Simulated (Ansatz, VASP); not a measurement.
# Be2Al: VASP beside Ansatz

```
Be Al
1.0
    -1.57809    1.57809    3.50276
     1.57809   -1.57809    3.50276
     1.57809    1.57809   -3.50276
Be Al
2 1
Direct
  0.66610 0.66610 0.00000
  0.33390 0.33390 0.00000
  0.00000 0.00000 0.00000
```

Alike in both runs: functional PBE; k mesh 20 × 20 × 20; occupations gaussian, width 0.1 eV; no spin polarisation.

Ansatz relaxed the structure, and its values are those at the end. VASP's run is a single point on that final structure, the one shown.

|  | VASP | Ansatz |
| --- | --- | --- |
| version | VASP 6.6.1 | Ansatz 0.2.0 |
| potentials or method | VASP PAW PBE potentials, release 64 (Be, Al), cutoff 520 eV | scalar-relativistic, plane waves, PAW |
| valence electrons in the cell | 7 | 7 |

```tsv
	VASP	Ansatz	Ansatz less VASP
gap on the k mesh at the Fermi level (eV)	none	none	-
pressure (GPa)	0.1	0.0	-0.04
```

A gap of «none» marks a metal or a gap that the smearing closes. The functional is the same, so the differences come from potentials, cutoffs and numerics.
